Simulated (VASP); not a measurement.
# Pd (Fm-3m) in VASP: single point with PBE

Aim: the single point of Pd with PBE.

All numbers are computed with VASP 6.6.1; they aren't measurements. Logs are shortened: lines on timing, memory, paths and dates and some standing lists are left out, and cuts for length are marked.

**1. The cell of the first run**

Symmetry: Fm-3m, No. 225, cubic system. Conventional cell: a = 3.942 Å, b = 3.942 Å, c = 3.942 Å, α = 90.00°, β = 90.00°, γ = 90.00°. Pd (site symmetry m-3m) has 12 Pd at 2.79 Å within 3.7 Å.

**2. Single point, PBE**

INCAR

```
PREC = Accurate
ENCUT = 500
EDIFF = 1E-6
ISMEAR = 0
SIGMA = 0.1
LREAL = False
LASPH = True
NELM = 120
ALGO = Normal
ISIF = 2
LWAVE = False
LCHARG = True
GGA = PE
LELF = True
LVHAR = True
NBANDS = 11
GGA_COMPAT = False
```

KPOINTS

```
Automatic mesh
0
Gamma
  18 18 18
```

POSCAR

```
Pd
1.0
    0.0000000000      1.9711248617      1.9711248617
    1.9711248617      0.0000000000      1.9711248617
    1.9711248617      1.9711248617      0.0000000000
Pd
1
Direct
    0.0000000000      0.0000000000      0.0000000000
```

Potentials or basis: VASP PAW PBE potentials, release 64 (Pd).

Launch:

```sh
> cat potpaw_PBE.64/Pd/POTCAR > POTCAR
> mpirun -np 1 vasp_std > vasp.out
```

OUTCAR:

```text
PREC = Accurate
   ENCUT = 500
   EDIFF = 1E-6
   ISMEAR = 0
   LREAL = False
   LASPH = True
   NELM = 120
   ISIF = 2
   GGA = PE

 ion  position               nearest neighbor table
   1  0.000  0.000  0.000-

  LATTYP: Found a face centered cubic cell.
 ALAT       =     3.9422497234

  Lattice vectors:

 A1 = (   0.0000000000,   1.9711248617,   1.9711248617)
 A2 = (   1.9711248617,   0.0000000000,   1.9711248617)
 A3 = (   1.9711248617,   1.9711248617,   0.0000000000)

Analysis of symmetry for initial positions (statically):
=====================================================================
 Subroutine PRICEL returns:
 Original cell was already a primitive cell.

 Routine SETGRP: Setting up the symmetry group for a
 face centered cubic supercell.

 Subroutine GETGRP returns: Found 48 space group operations
 (whereof 48 operations were pure point group operations)
 out of a pool of 48 trial point group operations.

The static configuration has the point symmetry O_h .

Analysis of symmetry for dynamics (positions and initial velocities):
=====================================================================
 Subroutine PRICEL returns:
 Original cell was already a primitive cell.

 Routine SETGRP: Setting up the symmetry group for a
 face centered cubic supercell.

 Subroutine GETGRP returns: Found 48 space group operations
 (whereof 48 operations were pure point group operations)
 out of a pool of 48 trial point group operations.

The dynamic configuration has the point symmetry O_h .

 Subroutine INISYM returns: Found 48 space group operations
 (whereof 48 operations are pure point group operations),
 and found     1 'primitive' translations

----------------------------------------------------------------------------------------

                                     Primitive cell

  volume of cell :      15.3170

  direct lattice vectors                    reciprocal lattice vectors
     0.000000000  1.971124862  1.971124862    -0.253662267  0.253662267  0.253662267
     1.971124862  0.000000000  1.971124862     0.253662267 -0.253662267  0.253662267
     1.971124862  1.971124862  0.000000000     0.253662267  0.253662267 -0.253662267

  length of vectors
     2.787591513  2.787591513  2.787591513     0.439355934  0.439355934  0.439355934

  position of ions in fractional coordinates (direct lattice)
     0.000000000  0.000000000  0.000000000

  ion indices of the primitive-cell ions
   primitive index   ion index
                 1           1

----------------------------------------------------------------------------------------

 KPOINTS: Automatic mesh

Automatic generation of k-mesh.
 Grid dimensions read from file:
 generate k-points for:   18   18   18

 Generating k-lattice:

  Cartesian coordinates                     Fractional coordinates (reciprocal lattice)
    -0.014092348  0.014092348  0.014092348     0.055555556  0.000000000  0.000000000
     0.014092348 -0.014092348  0.014092348     0.000000000  0.055555556  0.000000000
     0.014092348  0.014092348 -0.014092348     0.000000000  0.000000000  0.055555556

  Length of vectors
     0.024408663  0.024408663  0.024408663

  Shift w.r.t. Gamma in fractional coordinates (k-lattice)
     0.000000000  0.000000000  0.000000000

 Subroutine IBZKPT returns following result:
 ===========================================

 Found    195 irreducible k-points:

 Following reciprocal coordinates:
            Coordinates               Weight
  0.000000  0.000000  0.000000      1.000000
  0.055556  0.000000  0.000000      8.000000
  0.111111  0.000000  0.000000      8.000000
  0.166667  0.000000  0.000000      8.000000
  0.222222  0.000000  0.000000      8.000000
  0.277778  0.000000  0.000000      8.000000
[... 16 lines left out ...]
 -0.277778  0.055556  0.000000     24.000000
 -0.222222  0.055556  0.000000     24.000000
 [... further k-points ...]
   k-points           NKPTS =    195   k-points in BZ     NKDIM =    195   number of bands    NBANDS=     11
   number of dos      NEDOS =    301   number of ions     NIONS =      1
   total plane-waves  NPLWV =   8000
   dimension x,y,z NGX =    20 NGY =   20 NGZ =   20
   dimension x,y,z NGXF=    40 NGYF=   40 NGZF=   40
   ions per type =               1
   NGX,Y,Z   is equivalent  to a cutoff of  11.93, 11.93, 11.93 a.u.
   NGXF,Y,Z  is equivalent  to a cutoff of  23.86, 23.86, 23.86 a.u.
 SYSTEM =  unknown system
   PREC   = accura    normal or accurate (medium, high low for compatibility)
   ISTART =      0    job   : 0-new  1-cont  2-samecut
   ICHARG =      2    charge: 1-file 2-atom 10-const
   ISPIN  =      1    spin polarized calculation?
   LNONCOLLINEAR =      F non collinear calculations
   LSORBIT =      F    spin-orbit coupling
   LASPH  =      T    aspherical Exc in radial PAW
   ENCUT  =  500.0 eV  36.75 Ry    6.06 a.u.   5.08  5.08  5.08*2*pi/ulx,y,z
   NELM   =    120;   NELMIN=  2; NELMDL= -5     # of ELM steps
   EDIFF  = 0.1E-05   stopping-criterion for ELM
   LREAL  =      F    real-space projection
   EDIFFG = 0.1E-04   stopping-criterion for IOM
   NSW    =      0    number of steps for IOM
   IBRION =     -1    ionic relax: 0-MD 1-quasi-New 2-CG
   NFREE  =      0    steps in history (QN), initial steepest desc. (CG)
   ISIF   =      2    stress and relaxation
   ISYM   =      2    0-nonsym 1-usesym 2-fastsym
   POTIM  = 0.5000    time-step for ionic-motion
   TEBEG  =    0.0;   TEEND  =   0.0 temperature during run
   PSTRESS=    0.0 pullay stress
   NELECT =      10.0000    total number of electrons
   NUPDOWN=      -1.0000    fix difference up-down
   EMIN   =  10.00;   EMAX   =-10.00  energy-range for DOS
   EFERMI =   0.00;   METHOD = LEGACY
   ISMEAR =     0;   SIGMA  =   0.10  broadening in eV -4-tet -1-fermi 0-gaus
   EFERMI_NEDOS =   21; number of points for ismear=-14 and -15
   IALGO  =     38    algorithm
   IMIX   =      4    mixing-type and parameters
     AMIX     =   0.40;   BMIX     =  1.00
     AMIX_MAG =   1.60;   BMIX_MAG =  1.00
  volume/ion in A,a.u.               =      15.32       103.36
  Fermi-wavevector in a.u.,A,eV,Ry     =   1.420204  2.683796 27.442666  2.016979
  Thomas-Fermi vector in A             =   2.541144
   LORBIT       =      0    0 simple, 1 ext, 2 COOP (PROOUT), +10 PAW based schemes
   GGA     = PE    functional components
   LHFCALC =     F    Hartree Fock is set to
   AEXX    =    0.0000 exact exchange contribution
   IVDW    =     0    specifies the selected vdW correction
   LEPSILON=     F    determine dielectric tensor
   LRPA    =     F    only Hartree local field effects (RPA)
 non-spin polarized calculation
 Gauss-broadening in eV      SIGMA  =   0.10
  energy-cutoff  :      500.00
  volume of cell :       15.32
 maximum number of plane-waves:       397
   NGX = 11   NGY = 11   NGZ = 11

 number of electron      10.0000000 magnetization

 number of electron       9.9999995 magnetization

 Free energy of the ion-electron system (eV)
  ---------------------------------------------------
  ext. energy  EPLUGINS =         0.00000000
  ---------------------------------------------------
  free energy    TOTEN  =        -5.22591258 eV

  energy without entropy =       -5.21368171  energy(sigma->0) =       -5.21979715

 E-fermi :   9.1534     XC(G=0): -12.9508

 val. band max:        9.1520021025   @ k =  -0.4444   0.3889   0.1111
 cond. band min:       9.1593666717   @ k =  -0.3889   0.3889   0.0556
 fundamental gap:      0.0073645691
 Fermi energy:         9.1533777231

 k-point     1 :       0.0000    0.0000    0.0000
  band No.  band energies     occupation
      1       2.3080      2.00000
      2       6.4860      2.00000
      3       6.4860      2.00000
      4       6.4860      2.00000
      5       8.0000      2.00000
      6       8.0000      2.00000
      7      26.3266      0.00000
      8      30.8898      0.00000
      9      30.8898      0.00000
     10      30.8898      0.00000
     11      35.4794      0.00000

 k-point     2 :       0.0556    0.0000    0.0000
  band No.  band energies     occupation
      1       2.4168      2.00000
      2       6.4485      2.00000
      3       6.5231      2.00000
      4       6.5231      2.00000
      5       7.9824      2.00000
      6       7.9824      2.00000
      7      26.4340      0.00000
      8      30.1288      0.00000
      9      31.0071      0.00000
     10      31.0071      0.00000
     11      35.5900      0.00000

 k-point     3 :       0.1111    0.0000    0.0000
  band No.  band energies     occupation
      1       2.7316      2.00000
      2       6.3550      2.00000
      3       6.6199      2.00000
      4       6.6199      2.00000
      5       7.9458      2.00000
      6       7.9458      2.00000
      7      26.6507      0.00000
      8      28.6069      0.00000
      9      31.3374      0.00000
     10      31.3374      0.00000
     11      36.0568      0.00000

 k-point     4 :       0.1667    0.0000    0.0000
  band No.  band energies     occupation
      1       3.2085      2.00000
      2       6.2679      2.00000
      3       6.7284      2.00000
      4       6.7284      2.00000
      5       7.9416      2.00000
      6       7.9416      2.00000
      7      26.1537      0.00000
      8      27.5611      0.00000
      9      31.8065      0.00000
     10      31.8065      0.00000
     11      34.9952      0.00000
[... 239 lines left out ...]
 k-point    22 :      -0.3333    0.0556    0.0000
  band No.  band energies     occupation
      1       4.3185      2.00000
      2       6.5684      2.00000
      3       6.6462      2.00000
      4       7.5853      2.00000
      5       8.4961      2.00000
      6       9.1970      0.53745
      7      19.6969      0.00000
      8      26.3928      0.00000
      9      29.8415      0.00000
     10      31.8884      0.00000
     11      34.8610      0.00000

 k-point    23 :      -0.2778    0.0556    0.0000
  band No.  band energies     occupation
      1       4.2673      2.00000
      2       6.6272      2.00000
      3       6.7515      2.00000
      4       6.8469      2.00000
      5       8.1627      2.00000
      6       8.7339      2.00000
      7      21.7242      0.00000
      8      26.8701      0.00000
      9      30.4423      0.00000
     10      33.2772      0.00000
     11      33.9492      0.00000

 k-point    24 :      -0.2222    0.0556    0.0000
  band No.  band energies     occupation
      1       3.9793      2.00000
      2       6.2810      2.00000
      3       6.7943      2.00000
      4       6.8255      2.00000
      5       7.8919      2.00000
      6       8.3856      2.00000
      7      23.7737      0.00000
      8      27.2636      0.00000
      9      30.9156      0.00000
     10      33.3838      0.00000
     11      33.6927      0.00000

 [... further k-points ...]
[... 5 lines left out ...]
  --------------------------------------------------------------------------------------
  -------------------------------------------------------------------------------------
  Total       -0.0238705     -0.0238705     -0.0238705     -0.0000000     -0.0000000      0.0000000
  in kB       -2.4968870     -2.4968870     -2.4968870     -0.0000000     -0.0000000      0.0000000
  external PRESSURE =      -2.4968870 kB  Pullay stress =       0.0000000 kB

 VOLUME and BASIS-vectors are now :
 -----------------------------------------------------------------------------
  energy-cutoff  :      500.00
  volume of cell :       15.32
      direct lattice vectors                 reciprocal lattice vectors
     0.000000000  1.971124862  1.971124862    -0.253662267  0.253662267  0.253662267
     1.971124862  0.000000000  1.971124862     0.253662267 -0.253662267  0.253662267
     1.971124862  1.971124862  0.000000000     0.253662267  0.253662267 -0.253662267

 POSITION                                       TOTAL-FORCE (eV/Angst)
 -----------------------------------------------------------------------------------
      0.00000      0.00000      0.00000         0.000000     -0.000000      0.000000
 -----------------------------------------------------------------------------------
    total drift:                                0.000000     -0.000000      0.000000

  FREE ENERGIE OF THE ION-ELECTRON SYSTEM (eV)
  ---------------------------------------------------
  free  energy   TOTEN  =        -5.2259125831 eV

  energy  without entropy=       -5.2136817106  energy(sigma->0) =       -5.21979715
```

It took 12 s on 1 thread of Intel Xeon 6975P-C (Granite Rapids), shared host; peak memory 0.14 GiB.

Results:

```
Free energy            : -5.2259 eV
Pressure               : -0.2 GPa
Band gap on the k mesh : zero (bands 5 and 6 overlap by 1.48 eV)
```
